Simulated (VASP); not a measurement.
# HfZr2Si2 (P-3m1) in VASP: a series of runs

The runs below take HfZr2Si2 through single point, relaxation of cell and atoms, with PBE.

All numbers are computed with VASP 6.6.1; they aren't measurements. Logs are shortened: lines on timing, memory, paths and dates and some standing lists are left out, and cuts for length are marked.

## 1. The cell of the first run

The structure is trigonal, space group P-3m1 (No. 164). Conventional cell: a = 3.984 Å, b = 3.984 Å, c = 6.430 Å, α = 90.00°, β = 90.00°, γ = 120.00°. Zr (site symmetry 3m) has 3 Si at 2.36 Å and 3 Hf at 2.91 Å within 3.1 Å. Hf (site symmetry -3m) has 2 Si at 2.32 Å and 6 Zr at 2.91 Å within 3.1 Å. Within 2.4 Å of Si (site symmetry 3m) lie 1 Si at 1.79 Å and 1 Hf at 2.32 Å and 3 Zr at 2.36 Å.

The cell was generated, and may not be a known phase.

## 2. Single point, PBE

INCAR reads:

```
ALGO = Normal
EDIFF = 1E-7
ENCUT = 520
GGA = PE
ISIF = 2
ISMEAR = 0
LASPH = T
LCHARG = F
LREAL = F
LWAVE = F
NBANDS = 29
NELM = 100
PREC = Accurate
SIGMA = 0.1
```

KPOINTS reads:

```
k-points
0
Gamma
  6 6 4
```

POSCAR reads:

```
HfZr2Si2
1.0
    3.9839163000      0.0000000000      0.0000000000
   -1.9919581500      3.4501727200      0.0000000000
    0.0000000000      0.0000000000      6.4296451800
Zr Hf Si
2 1 2
Direct
    0.3333333300      0.6666666700      0.7763208200
    0.6666666700      0.3333333300      0.2236791800
    0.0000000000      0.0000000000      0.5000000000
    0.0000000000      0.0000000000      0.8611891300
    0.0000000000      0.0000000000      0.1388108700
```

Potentials or basis: VASP PAW PBE potentials, release 64 (Zr_sv, Hf_pv, Si).

Run with:

```bash
> cat potpaw_PBE.64/Zr_sv/POTCAR potpaw_PBE.64/Hf_pv/POTCAR potpaw_PBE.64/Si/POTCAR > POTCAR
> mpirun -np 1 vasp_std > vasp.out
```

OUTCAR:

```text
EDIFF = 1E-7
   ENCUT = 520
   GGA = PE
   ISIF = 2
   ISMEAR = 0
   LASPH = T
   LREAL = F
   NELM = 100
   PREC = Accurate

 ion  position               nearest neighbor table
   1  0.333  0.667  0.776-   4 2.36   4 2.36   4 2.36   3 2.91   3 2.91   3 2.91   5 3.27   5 3.27
                             5 3.27   2 3.68   2 3.68   2 3.68
   2  0.667  0.333  0.224-   5 2.36   5 2.36   5 2.36   3 2.91   3 2.91   3 2.91   4 3.27   4 3.27
                             4 3.27   1 3.68   1 3.68   1 3.68
   3  0.000  0.000  0.500-   4 2.32   5 2.32   1 2.91   2 2.91   1 2.91   2 2.91   2 2.91   1 2.91

   4  0.000  0.000  0.861-   5 1.79   3 2.32   1 2.36   1 2.36   1 2.36   2 3.27   2 3.27   2 3.27

   5  0.000  0.000  0.139-   4 1.79   3 2.32   2 2.36   2 2.36   2 2.36   1 3.27   1 3.27   1 3.27

  LATTYP: Found a hexagonal cell.
 ALAT       =     3.9839163000
 C/A-ratio  =     1.6139006685

  Lattice vectors:

 A1 = (   3.9839163000,   0.0000000000,   0.0000000000)
 A2 = (  -1.9919581500,   3.4501727200,   0.0000000000)
 A3 = (   0.0000000000,   0.0000000000,   6.4296451800)

Analysis of symmetry for initial positions (statically):
=====================================================================
 Subroutine PRICEL returns:
 Original cell was already a primitive cell.

 Routine SETGRP: Setting up the symmetry group for a
 hexagonal supercell.

 Subroutine GETGRP returns: Found 12 space group operations
 (whereof 12 operations were pure point group operations)
 out of a pool of 24 trial point group operations.

The static configuration has the point symmetry D_3d.

Analysis of symmetry for dynamics (positions and initial velocities):
=====================================================================
 Subroutine PRICEL returns:
 Original cell was already a primitive cell.

 Routine SETGRP: Setting up the symmetry group for a
 hexagonal supercell.

 Subroutine GETGRP returns: Found 12 space group operations
 (whereof 12 operations were pure point group operations)
 out of a pool of 24 trial point group operations.

The dynamic configuration has the point symmetry D_3d.

 Subroutine INISYM returns: Found 12 space group operations
 (whereof 12 operations are pure point group operations),
 and found     1 'primitive' translations

----------------------------------------------------------------------------------------

                                     Primitive cell

  volume of cell :      88.3768

  direct lattice vectors                    reciprocal lattice vectors
     3.983916300  0.000000000  0.000000000     0.251009290  0.144920281  0.000000000
    -1.991958150  3.450172720  0.000000000     0.000000000  0.289840562  0.000000000
     0.000000000  0.000000000  6.429645180     0.000000000  0.000000000  0.155529578

  length of vectors
     3.983916300  3.983916298  6.429645180     0.289840562  0.289840562  0.155529578

  position of ions in fractional coordinates (direct lattice)
     0.333333330  0.666666670  0.776320820
     0.666666670  0.333333330  0.223679180
     0.000000000  0.000000000  0.500000000
     0.000000000  0.000000000  0.861189130
     0.000000000  0.000000000  0.138810870

  ion indices of the primitive-cell ions
   primitive index   ion index
                 1           1
                 2           2
                 3           3
                 4           4
                 5           5

----------------------------------------------------------------------------------------

 KPOINTS: k-points

Automatic generation of k-mesh.
 Grid dimensions read from file:
 generate k-points for:    6    6    4

 Generating k-lattice:

  Cartesian coordinates                     Fractional coordinates (reciprocal lattice)
     0.041834882  0.024153380  0.000000000     0.166666667  0.000000000  0.000000000
     0.000000000  0.048306760  0.000000000     0.000000000  0.166666667  0.000000000
     0.000000000  0.000000000  0.038882394     0.000000000  0.000000000  0.250000000

  Length of vectors
     0.048306760  0.048306760  0.038882394

  Shift w.r.t. Gamma in fractional coordinates (k-lattice)
     0.000000000  0.000000000  0.000000000

 Subroutine IBZKPT returns following result:
 ===========================================

 Found     24 irreducible k-points:

 Following reciprocal coordinates:
            Coordinates               Weight
  0.000000  0.000000  0.000000      1.000000
  0.166667  0.000000  0.000000      6.000000
  0.333333  0.000000  0.000000      6.000000
  0.500000  0.000000  0.000000      3.000000
  0.166667  0.166667  0.000000      6.000000
  0.333333  0.166667  0.000000     12.000000
[... 16 lines left out ...]
  0.333333  0.166667  0.500000     12.000000
  0.333333  0.333333  0.500000      2.000000
   k-points           NKPTS =     24   k-points in BZ     NKDIM =     24   number of bands    NBANDS=     29
   number of dos      NEDOS =    301   number of ions     NIONS =      5
   total plane-waves  NPLWV =  43200
   dimension x,y,z NGX =    30 NGY =   30 NGZ =   48
   dimension x,y,z NGXF=    60 NGYF=   60 NGZF=   96
   ions per type =               2   1   2
   NGX,Y,Z   is equivalent  to a cutoff of  12.52, 12.52, 12.41 a.u.
   NGXF,Y,Z  is equivalent  to a cutoff of  25.04, 25.04, 24.82 a.u.
 SYSTEM =  unknown system
   PREC   = accura    normal or accurate (medium, high low for compatibility)
   ISTART =      0    job   : 0-new  1-cont  2-samecut
   ICHARG =      2    charge: 1-file 2-atom 10-const
   ISPIN  =      1    spin polarized calculation?
   LNONCOLLINEAR =      F non collinear calculations
   LSORBIT =      F    spin-orbit coupling
   LASPH  =      T    aspherical Exc in radial PAW
   ENCUT  =  520.0 eV  38.22 Ry    6.18 a.u.   7.41  7.41 11.95*2*pi/ulx,y,z
   NELM   =    100;   NELMIN=  2; NELMDL= -5     # of ELM steps
   EDIFF  = 0.1E-06   stopping-criterion for ELM
   LREAL  =      F    real-space projection
   EDIFFG = 0.1E-05   stopping-criterion for IOM
   NSW    =      0    number of steps for IOM
   IBRION =     -1    ionic relax: 0-MD 1-quasi-New 2-CG
   NFREE  =      0    steps in history (QN), initial steepest desc. (CG)
   ISIF   =      2    stress and relaxation
   ISYM   =      2    0-nonsym 1-usesym 2-fastsym
   POTIM  = 0.5000    time-step for ionic-motion
   TEBEG  =    0.0;   TEEND  =   0.0 temperature during run
   PSTRESS=    0.0 pullay stress
   NELECT =      42.0000    total number of electrons
   NUPDOWN=      -1.0000    fix difference up-down
   EMIN   =  10.00;   EMAX   =-10.00  energy-range for DOS
   EFERMI =   0.00;   METHOD = LEGACY
   ISMEAR =     0;   SIGMA  =   0.10  broadening in eV -4-tet -1-fermi 0-gaus
   EFERMI_NEDOS =   21; number of points for ismear=-14 and -15
   IALGO  =     38    algorithm
   IMIX   =      4    mixing-type and parameters
     AMIX     =   0.40;   BMIX     =  1.00
     AMIX_MAG =   1.60;   BMIX_MAG =  1.00
  volume/ion in A,a.u.               =      17.68       119.28
  Fermi-wavevector in a.u.,A,eV,Ry     =   1.277552  2.414223 22.206600  1.632139
  Thomas-Fermi vector in A             =   2.410145
   LORBIT       =      0    0 simple, 1 ext, 2 COOP (PROOUT), +10 PAW based schemes
   GGA     = PE    functional components
   LHFCALC =     F    Hartree Fock is set to
   AEXX    =    0.0000 exact exchange contribution
   IVDW    =     0    specifies the selected vdW correction
   LEPSILON=     F    determine dielectric tensor
   LRPA    =     F    only Hartree local field effects (RPA)
 non-spin polarized calculation
 Gauss-broadening in eV      SIGMA  =   0.10
  energy-cutoff  :      520.00
  volume of cell :       88.38
 maximum number of plane-waves:      2418
 NGX is ok and might be reduce to    30
   NGX = 15   NGY = 15   NGZ = 23

 number of electron      42.0000000 magnetization

 Free energy of the ion-electron system (eV)
  ---------------------------------------------------
  ext. energy  EPLUGINS =         0.00000000
  ---------------------------------------------------
  free energy    TOTEN  =       -29.99894005 eV

  energy without entropy =      -29.97577831  energy(sigma->0) =      -29.98735918

 E-fermi :   8.8782     XC(G=0): -11.3395

 val. band max:        8.8767939736   @ k =   0.1667   0.0000   0.2500
 cond. band min:       8.9139896774   @ k =   0.0000   0.3333   0.2500
 fundamental gap:      0.0371957038
 Fermi energy:         8.8782191164

 k-point     1 :       0.0000    0.0000    0.0000
  band No.  band energies     occupation
      1     -39.4370      2.00000
      2     -39.4224      2.00000
      3     -21.0615      2.00000
      4     -20.7135      2.00000
      5     -20.7135      2.00000
      6     -17.7122      2.00000
[... 21 lines left out ...]
     28      12.3770      0.00000
     29      13.2447      0.00000

 k-point     2 :       0.1667    0.0000    0.0000
  band No.  band energies     occupation
      1     -39.4342      2.00000
      2     -39.4211      2.00000
      3     -21.0703      2.00000
      4     -20.7352      2.00000
      5     -20.7213      2.00000
      6     -17.7030      2.00000
[... 21 lines left out ...]
     28      12.6326      0.00000
     29      13.3866      0.00000

 k-point     3 :       0.3333    0.0000    0.0000
  band No.  band energies     occupation
      1     -39.4283      2.00000
      2     -39.4191      2.00000
      3     -21.0882      2.00000
      4     -20.7767      2.00000
      5     -20.7369      2.00000
      6     -17.8024      2.00000
[... 21 lines left out ...]
     28      12.3414      0.00000
     29      12.8805      0.00000

 k-point     4 :       0.5000    0.0000    0.0000
  band No.  band energies     occupation
      1     -39.4247      2.00000
      2     -39.4186      2.00000
      3     -21.0973      2.00000
      4     -20.7967      2.00000
      5     -20.7446      2.00000
      6     -17.8588      2.00000
[... 21 lines left out ...]
     28      11.5116      0.00000
     29      12.4488      0.00000

 k-point     5 :       0.1667    0.1667    0.0000
  band No.  band energies     occupation
      1     -39.4298      2.00000
      2     -39.4195      2.00000
      3     -21.0835      2.00000
      4     -20.7634      2.00000
      5     -20.7362      2.00000
      6     -17.7651      2.00000
[... 21 lines left out ...]
     28      12.9424      0.00000
     29      12.9554      0.00000
[... 510 lines left out ...]
     28      11.7501      0.00000
     29      11.9637      0.00000

 k-point    22 :       0.1667    0.1667    0.5000
  band No.  band energies     occupation
      1     -39.4292      2.00000
      2     -39.4202      2.00000
      3     -21.0842      2.00000
      4     -20.7627      2.00000
      5     -20.7364      2.00000
      6     -17.7698      2.00000
[... 21 lines left out ...]
     28      12.0772      0.00000
     29      12.4595      0.00000

 k-point    23 :       0.3333    0.1667    0.5000
  band No.  band energies     occupation
      1     -39.4236      2.00000
      2     -39.4197      2.00000
      3     -21.0983      2.00000
      4     -20.7887      2.00000
      5     -20.7539      2.00000
      6     -17.7981      2.00000
[... 21 lines left out ...]
     28      12.1339      0.00000
     29      12.2161      0.00000

 k-point    24 :       0.3333    0.3333    0.5000
  band No.  band energies     occupation
      1     -39.4207      2.00000
      2     -39.4207      2.00000
      3     -21.1027      2.00000
      4     -20.7792      2.00000
      5     -20.7792      2.00000
      6     -17.7652      2.00000
[... 21 lines left out ...]
     28      13.0893      0.00000
     29      13.1207      0.00000

------------------------ aborting loop because EDIFF is reached ----------------------------------------

  FORCE on cell =-STRESS in cart. coord.  units (eV):
  Direction    XX          YY          ZZ          XY          YZ          ZX
  --------------------------------------------------------------------------------------
  -------------------------------------------------------------------------------------
  Total       22.7366640     22.7366640     45.3358998      0.0000000      0.0000000      0.0000000
  in kB      412.1917331    412.1917326    821.8920371      0.0000000      0.0000000      0.0000000
  external PRESSURE =     548.7585009 kB  Pullay stress =       0.0000000 kB

 VOLUME and BASIS-vectors are now :
 -----------------------------------------------------------------------------
  energy-cutoff  :      520.00
  volume of cell :       88.38
      direct lattice vectors                 reciprocal lattice vectors
     3.983916300  0.000000000  0.000000000     0.251009290  0.144920281  0.000000000
    -1.991958150  3.450172720  0.000000000     0.000000000  0.289840562  0.000000000
     0.000000000  0.000000000  6.429645180     0.000000000  0.000000000  0.155529578

 POSITION                                       TOTAL-FORCE (eV/Angst)
 -----------------------------------------------------------------------------------
     -0.00000      2.30012      4.99147         0.000000      0.000000     -0.415365
      1.99196      1.15006      1.43818        -0.000000      0.000000      0.415365
      0.00000      0.00000      3.21482        -0.000000      0.000000     -0.000000
      0.00000      0.00000      5.53714        -0.000000      0.000000     -8.824175
      0.00000      0.00000      0.89250        -0.000000     -0.000000      8.824175
 -----------------------------------------------------------------------------------
    total drift:                                0.000000      0.000000      0.000000

  FREE ENERGIE OF THE ION-ELECTRON SYSTEM (eV)
  ---------------------------------------------------
  free  energy   TOTEN  =       -29.9989400537 eV

  energy  without entropy=      -29.9757783114  energy(sigma->0) =      -29.98735918
```

Wall time 95 s (1 thread of Intel Xeon 6975P-C (Granite Rapids), shared host); peak memory 0.23 GiB.

Results:

```
Free energy            : -29.9989 eV
Pressure               : 54.9 GPa
Largest force          : 8.824 eV/Å
Band gap on the k mesh : zero (bands 21 and 22 overlap by 0.64 eV)
```

Forces on the atoms (eV/Å):
```
Zr   0.000  0.000 -0.415
Zr   0.000  0.000  0.415
Hf   0.000  0.000  0.000
Si   0.000  0.000 -8.824
Si   0.000  0.000  8.824
```

Stress tensor (GPa, compression positive):
```
41.22  0.00  0.00
 0.00 41.22  0.00
 0.00  0.00 82.19
```

Caveat: the stress differs along the axes, from 41 to 82 GPa; spin-orbit coupling is left out, which moves the levels of the heavy elements; forces of over 1 eV/Å act on the atoms, so gaps and moduli don't describe the material at rest.

## 3. Single point, PBE

This run uses another cell than the first one, of 25.42 Å³/atom.

INCAR reads:

```
ALGO     = Normal         # electronic algorithm
EDIFF    = 1E-6           # SCF threshold, eV
ENCUT    = 520            # plane-wave cutoff, eV
GGA      = PE             # functional
ISIF     = 2              # what is computed and relaxed
ISMEAR   = 0              # smearing method
LASPH    = T              # aspherical terms in the spheres
LCHARG   = F              # write CHGCAR
LREAL    = F              # projectors in reciprocal space
LWAVE    = F              # write WAVECAR
NBANDS   = 29             # bands
NELM     = 80             # most SCF steps
PREC     = Accurate       # precision mode
SIGMA    = 0.1            # smearing width, eV
```

KPOINTS is that of step 2.

POSCAR reads:

```
HfZr2Si2
1.0
    4.4221760550      0.0000000000      0.0000000000
   -2.2110880275      3.8297168037      0.0000000000
    0.0000000000      0.0000000000      7.5034049864
Zr Hf Si
2 1 2
Direct
    0.3333333333      0.6666666667      0.7209411085
    0.6666666667      0.3333333333      0.2790588915
    0.0000000000      0.0000000000      0.5000000000
    0.0000000000      0.0000000000      0.8480945714
    0.0000000000      0.0000000000      0.1519054286
```

Potentials or basis: VASP PAW PBE potentials, release 64 (Zr_sv, Hf_pv, Si).

Run with:

```bash
> cat potpaw_PBE.64/Zr_sv/POTCAR potpaw_PBE.64/Hf_pv/POTCAR potpaw_PBE.64/Si/POTCAR > POTCAR
> mpirun -np 1 vasp_std > vasp.out
```

Run time: 1.7 min. Hardware: 1 thread of Intel Xeon 6975P-C (Granite Rapids), shared host; peak memory 0.3 GiB.

The run converged. Its results:

```yaml
Free_energy: -35.9234 eV
Pressure: -0.1 GPa
Largest_force: 0.010 eV/Å
Band_gap_on_the_k_mesh: zero (bands 21 and 22 overlap by 0.26 eV)
```

Forces in eV/Å, atoms in the order of the input:
```
Zr   0.000  0.000 -0.008
Zr   0.000  0.000  0.008
Hf   0.000  0.000  0.000
Si   0.000  0.000  0.010
Si   0.000  0.000 -0.010
```

Stress tensor (GPa, compression positive):
```
-0.17  0.00  0.00
 0.00 -0.17  0.00
 0.00  0.00 -0.08
```

Levels at points of the mesh, in eV from the Fermi level:
| k point | band 18 | band 19 | band 20 | band 21 | band 22 | band 23 | band 24 | band 25 |
| --- | --- | --- | --- | --- | --- | --- | --- | --- |
| (0.00, 0.00, 0.00) | -1.99 | -1.99 | -0.71 | -0.71 | 1.01 | 1.01 | 1.12 | 2.29 |
| (0.50, 0.00, 0.00) | -1.65 | -0.79 | -0.46 | 0.12 | 0.22 | 0.96 | 1.01 | 1.28 |
| (0.00, 0.00, 0.50) | -1.20 | -1.20 | -0.67 | -0.67 | 0.80 | 0.93 | 0.93 | 1.49 |
| (0.50, 0.00, 0.50) | -1.70 | -0.37 | -0.32 | -0.30 | 0.02 | 0.09 | 1.05 | 1.13 |

Caveat: spin-orbit coupling is left out, which moves the levels of the heavy elements.

[end of part 1 of 2]

The gap in the log of VASP goes by the Fermi energy; the results here count the filled bands.